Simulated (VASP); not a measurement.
# Ca (Fd-3m) in VASP: notebook, part 2 of 3

VASP 6.6.1. The steps go on from the part before.

## Step 3: Single point, PBEsol (65.42 Å³/atom)

This run uses another cell than the first one, of 65.42 Å³/atom.

The input, INCAR:

```
SYSTEM = Ca
ALGO = Normal
EDIFF = 1E-6
ENCUT = 520
GGA = PS
ISIF = 2
ISMEAR = -1
LASPH = .TRUE.
LCHARG = .FALSE.
LREAL = .FALSE.
LWAVE = .FALSE.
NBANDS = 17
NELM = 80
PREC = Accurate
SIGMA = 0.1
```

The input, KPOINTS:

```
k-points
0
G
  8 8 8
  0 0 0
```

The input, POSCAR:

```
Ca
1.0
    0.0000000000      4.0294409859      4.0294409859
    4.0294409859      0.0000000000      4.0294409859
    4.0294409859      4.0294409859      0.0000000000
Ca
2
Direct
    0.1250000000      0.1250000000      0.1250000000
    0.8750000000      0.8750000000      0.8750000000
```

Potentials or basis: VASP PAW PBE potentials, release 64 (Ca_sv).

Run with:

```console
> cat potpaw_PBE.64/Ca_sv/POTCAR > POTCAR
> mpirun -np 1 vasp_std > vasp.out
```

OUTCAR:

```text
SYSTEM = Ca
   EDIFF = 1E-6
   ENCUT = 520
   GGA = PS
   ISIF = 2
   ISMEAR = -1
   LASPH = .TRUE.
   LREAL = .FALSE.
   NELM = 80
   PREC = Accurate

 ion  position               nearest neighbor table
   1  0.125  0.125  0.125-
   2  0.875  0.875  0.875-

  LATTYP: Found a face centered cubic cell.
 ALAT       =     8.0588819718

  Lattice vectors:

 A1 = (   0.0000000000,   4.0294409859,   4.0294409859)
 A2 = (   4.0294409859,   0.0000000000,   4.0294409859)
 A3 = (   4.0294409859,   4.0294409859,   0.0000000000)

Analysis of symmetry for initial positions (statically):
=====================================================================
 Subroutine PRICEL returns:
 Original cell was already a primitive cell.

 Routine SETGRP: Setting up the symmetry group for a
 face centered cubic supercell.

 Subroutine GETGRP returns: Found 48 space group operations
 (whereof 12 operations were pure point group operations)
 out of a pool of 48 trial point group operations.

The static configuration has the point symmetry D_3d.
 The point group associated with its full space group is O_h .

Analysis of symmetry for dynamics (positions and initial velocities):
=====================================================================
 Subroutine PRICEL returns:
 Original cell was already a primitive cell.

 Routine SETGRP: Setting up the symmetry group for a
 face centered cubic supercell.

 Subroutine GETGRP returns: Found 48 space group operations
 (whereof 12 operations were pure point group operations)
 out of a pool of 48 trial point group operations.

The dynamic configuration has the point symmetry D_3d.
 The point group associated with its full space group is O_h .

 Subroutine INISYM returns: Found 48 space group operations
 (whereof 12 operations are pure point group operations),
 and found     1 'primitive' translations

----------------------------------------------------------------------------------------

                                     Primitive cell

  volume of cell :     130.8472

  direct lattice vectors                    reciprocal lattice vectors
     0.000000000  4.029440986  4.029440986    -0.124086691  0.124086691  0.124086691
     4.029440986  0.000000000  4.029440986     0.124086691 -0.124086691  0.124086691
     4.029440986  4.029440986  0.000000000     0.124086691  0.124086691 -0.124086691

  length of vectors
     5.698490091  5.698490091  5.698490091     0.214924454  0.214924454  0.214924454

  position of ions in fractional coordinates (direct lattice)
     0.125000000  0.125000000  0.125000000
     0.875000000  0.875000000  0.875000000

  ion indices of the primitive-cell ions
   primitive index   ion index
                 1           1
                 2           2

----------------------------------------------------------------------------------------

 KPOINTS: k-points

Automatic generation of k-mesh.
 Grid dimensions read from file:
 generate k-points for:    8    8    8

 Generating k-lattice:

  Cartesian coordinates                     Fractional coordinates (reciprocal lattice)
    -0.015510836  0.015510836  0.015510836     0.125000000  0.000000000  0.000000000
     0.015510836 -0.015510836  0.015510836     0.000000000  0.125000000  0.000000000
     0.015510836  0.015510836 -0.015510836     0.000000000  0.000000000  0.125000000

  Length of vectors
     0.026865557  0.026865557  0.026865557

  Shift w.r.t. Gamma in fractional coordinates (k-lattice)
     0.000000000  0.000000000  0.000000000

 Subroutine IBZKPT returns following result:
 ===========================================

 Found     29 irreducible k-points:

 Following reciprocal coordinates:
            Coordinates               Weight
  0.000000  0.000000  0.000000      1.000000
  0.125000  0.000000  0.000000      8.000000
  0.250000  0.000000  0.000000      8.000000
  0.375000  0.000000  0.000000      8.000000
  0.500000  0.000000  0.000000      4.000000
  0.125000  0.125000  0.000000      6.000000
[... 16 lines left out ...]
  0.500000  0.250000  0.125000     48.000000
 -0.375000  0.250000  0.125000     24.000000
 [... further k-points ...]
   k-points           NKPTS =     29   k-points in BZ     NKDIM =     29   number of bands    NBANDS=     17
   number of dos      NEDOS =    301   number of ions     NIONS =      2
   total plane-waves  NPLWV =  74088
   dimension x,y,z NGX =    42 NGY =   42 NGZ =   42
   dimension x,y,z NGXF=    84 NGYF=   84 NGZF=   84
   ions per type =               2
   NGX,Y,Z   is equivalent  to a cutoff of  12.25, 12.25, 12.25 a.u.
   NGXF,Y,Z  is equivalent  to a cutoff of  24.51, 24.51, 24.51 a.u.
 SYSTEM =  Ca
   PREC   = accura    normal or accurate (medium, high low for compatibility)
   ISTART =      0    job   : 0-new  1-cont  2-samecut
   ICHARG =      2    charge: 1-file 2-atom 10-const
   ISPIN  =      1    spin polarized calculation?
   LNONCOLLINEAR =      F non collinear calculations
   LSORBIT =      F    spin-orbit coupling
   LASPH  =      T    aspherical Exc in radial PAW
   ENCUT  =  520.0 eV  38.22 Ry    6.18 a.u.  10.60 10.60 10.60*2*pi/ulx,y,z
   NELM   =     80;   NELMIN=  2; NELMDL= -5     # of ELM steps
   EDIFF  = 0.1E-05   stopping-criterion for ELM
   LREAL  =      F    real-space projection
   EDIFFG = 0.1E-04   stopping-criterion for IOM
   NSW    =      0    number of steps for IOM
   IBRION =     -1    ionic relax: 0-MD 1-quasi-New 2-CG
   NFREE  =      0    steps in history (QN), initial steepest desc. (CG)
   ISIF   =      2    stress and relaxation
   ISYM   =      2    0-nonsym 1-usesym 2-fastsym
   POTIM  = 0.5000    time-step for ionic-motion
   TEBEG  =    0.0;   TEEND  =   0.0 temperature during run
   PSTRESS=    0.0 pullay stress
   NELECT =      20.0000    total number of electrons
   NUPDOWN=      -1.0000    fix difference up-down
   EMIN   =  10.00;   EMAX   =-10.00  energy-range for DOS
   EFERMI =   0.00;   METHOD = LEGACY
   ISMEAR =    -1;   SIGMA  =   0.10  broadening in eV -4-tet -1-fermi 0-gaus
   EFERMI_NEDOS =   21; number of points for ismear=-14 and -15
   IALGO  =     38    algorithm
   IMIX   =      4    mixing-type and parameters
     AMIX     =   0.40;   BMIX     =  1.00
     AMIX_MAG =   1.60;   BMIX_MAG =  1.00
  volume/ion in A,a.u.               =      65.42       441.50
  Fermi-wavevector in a.u.,A,eV,Ry     =   0.875313  1.654102 10.424414  0.766173
  Thomas-Fermi vector in A             =   1.994966
   LORBIT       =      0    0 simple, 1 ext, 2 COOP (PROOUT), +10 PAW based schemes
   GGA     = PS    functional components
   LHFCALC =     F    Hartree Fock is set to
   AEXX    =    0.0000 exact exchange contribution
   IVDW    =     0    specifies the selected vdW correction
   LEPSILON=     F    determine dielectric tensor
   LRPA    =     F    only Hartree local field effects (RPA)
 non-spin polarized calculation
  energy-cutoff  :      520.00
  volume of cell :      130.85
 maximum number of plane-waves:      3545
   NGX = 21   NGY = 21   NGZ = 21

 number of electron      19.9999999 magnetization

 Free energy of the ion-electron system (eV)
  ---------------------------------------------------
  ext. energy  EPLUGINS =         0.00000000
  ---------------------------------------------------
  free energy    TOTEN  =        -2.06845689 eV

  energy without entropy =       -1.95085786  energy(sigma->0) =       -2.00965737

 E-fermi :   0.3049     XC(G=0):  -6.4151

 val. band max:        0.2998674805   @ k =   0.3750   0.3750   0.0000
 cond. band min:       0.3091454637   @ k =  -0.3750   0.5000   0.1250
 fundamental gap:      0.0092779832
 Fermi energy:         0.3048559246

 k-point     1 :       0.0000    0.0000    0.0000
  band No.  band energies     occupation
      1     -42.4443      2.00000
      2     -42.4056      2.00000
      3     -23.5357      2.00000
      4     -23.5357      2.00000
      5     -23.5357      2.00000
      6     -23.4218      2.00000
[... 9 lines left out ...]
     16       1.8896      0.00000
     17       1.8896      0.00000
[... 441 lines left out ...]
 k-point    24 :      -0.3750    0.2500    0.1250
  band No.  band energies     occupation
      1     -42.4318      2.00000
      2     -42.4181      2.00000
      3     -23.5571      2.00000
      4     -23.5513      2.00000
      5     -23.5100      2.00000
      6     -23.4491      2.00000
[... 9 lines left out ...]
     16       2.1304      0.00000
     17       2.3693      0.00000

 [... further k-points ...]

------------------------ aborting loop because EDIFF is reached ----------------------------------------

  FORCE on cell =-STRESS in cart. coord.  units (eV):
  Direction    XX          YY          ZZ          XY          YZ          ZX
  --------------------------------------------------------------------------------------
  -------------------------------------------------------------------------------------
  Total        0.5479013      0.5479013      0.5479013      0.0000000      0.0000000      0.0000000
  in kB        6.7088569      6.7088569      6.7088569      0.0000000      0.0000000      0.0000000
  external PRESSURE =       6.7088569 kB  Pullay stress =       0.0000000 kB

 VOLUME and BASIS-vectors are now :
 -----------------------------------------------------------------------------
  energy-cutoff  :      520.00
  volume of cell :      130.85
      direct lattice vectors                 reciprocal lattice vectors
     0.000000000  4.029440986  4.029440986    -0.124086691  0.124086691  0.124086691
     4.029440986  0.000000000  4.029440986     0.124086691 -0.124086691  0.124086691
     4.029440986  4.029440986  0.000000000     0.124086691  0.124086691 -0.124086691

 POSITION                                       TOTAL-FORCE (eV/Angst)
 -----------------------------------------------------------------------------------
      1.00736      1.00736      1.00736        -0.000000      0.000000     -0.000000
      7.05152      7.05152      7.05152         0.000000     -0.000000      0.000000
 -----------------------------------------------------------------------------------
    total drift:                                0.000000      0.000000      0.000000

  FREE ENERGIE OF THE ION-ELECTRON SYSTEM (eV)
  ---------------------------------------------------
  free  energy   TOTEN  =        -2.0684568891 eV

  energy  without entropy=       -1.9508578551  energy(sigma->0) =       -2.00965737
```

Wall time 28 s (1 thread of Intel Xeon 6975P-C (Granite Rapids), shared host); peak memory 0.26 GiB.

What came out:

```yaml
Free_energy: -2.0685 eV
Pressure: 0.7 GPa
Band_gap_on_the_k_mesh: zero (bands 10 and 11 overlap by 0.98 eV)
```

Levels at points of the mesh, in eV from the Fermi level:
```
           k point  band 6  band 7  band 8  band 9  band 10  band 11  band 12  band 13  band 14  band 15
(0.00, 0.00, 0.00)  -23.73  -23.73  -23.73   -3.22     0.72     0.72     0.72     0.87     0.87     1.58
(0.50, 0.00, 0.00)  -23.73  -23.72  -23.72   -1.87    -0.90     0.72     0.72     0.80     0.92     0.92
(0.50, 0.50, 0.00)  -23.78  -23.70  -23.70   -0.96    -0.96     0.13     0.13     0.98     0.98     1.66
```

Caveat: the PAW data sets were made with another functional, which shifts forces and pressure a little.

## Step 4: Single point, PBEsol (68.40 Å³/atom)

This run uses another cell than the first one, of 68.40 Å³/atom.

The input, INCAR:

```
SYSTEM = Ca
PREC = Accurate
ENCUT = 520
EDIFF = 1E-7
ISMEAR = -1
SIGMA = 0.1
LREAL = .FALSE.
LASPH = .TRUE.
NELM = 100
ALGO = Normal
ISIF = 2
LWAVE = .FALSE.
LCHARG = .TRUE.
GGA = PS
LELF = .TRUE.
LVHAR = .TRUE.
NBANDS = 17
```

The input, KPOINTS:

```
Automatic mesh
0
G
  8 8 8
  0 0 0
```

The input, POSCAR:

```
Ca
1.0
    0.0000000000      4.0895907640      4.0895907640
    4.0895907640      0.0000000000      4.0895907640
    4.0895907640      4.0895907640      0.0000000000
Ca
2
Direct
    0.1250000000      0.1250000000      0.1250000000
    0.8750000000      0.8750000000      0.8750000000
```

Run with:

```console
> cat potpaw_PBE.64/Ca_sv/POTCAR > POTCAR
> mpirun -np 1 vasp_std > vasp.out
```

It took 34 s on 1 thread of Intel Xeon 6975P-C (Granite Rapids), shared host; peak memory 0.32 GiB.

It converged, with:

- Free energy: -2.0895 eV
- Pressure: 0.4 GPa
- Band gap on the k mesh: zero (bands 10 and 11 overlap by 0.94 eV)

Levels at points of the mesh, in eV from the Fermi level:
```csv
k point,band 6,band 7,band 8,band 9,band 10,band 11,band 12,band 13,band 14,band 15
"(0.00, 0.00, 0.00)",-23.79,-23.79,-23.79,-3.16,0.70,0.70,0.70,0.87,0.87,1.54
"(0.50, 0.00, 0.00)",-23.80,-23.78,-23.78,-1.87,-0.90,0.73,0.73,0.78,0.90,0.90
"(0.50, 0.50, 0.00)",-23.84,-23.77,-23.77,-0.99,-0.99,0.15,0.15,0.93,0.93,1.61
```

Caveat: the PAW data sets were made with another functional, which shifts forces and pressure a little.

(Part 2 of 3 ends here.)
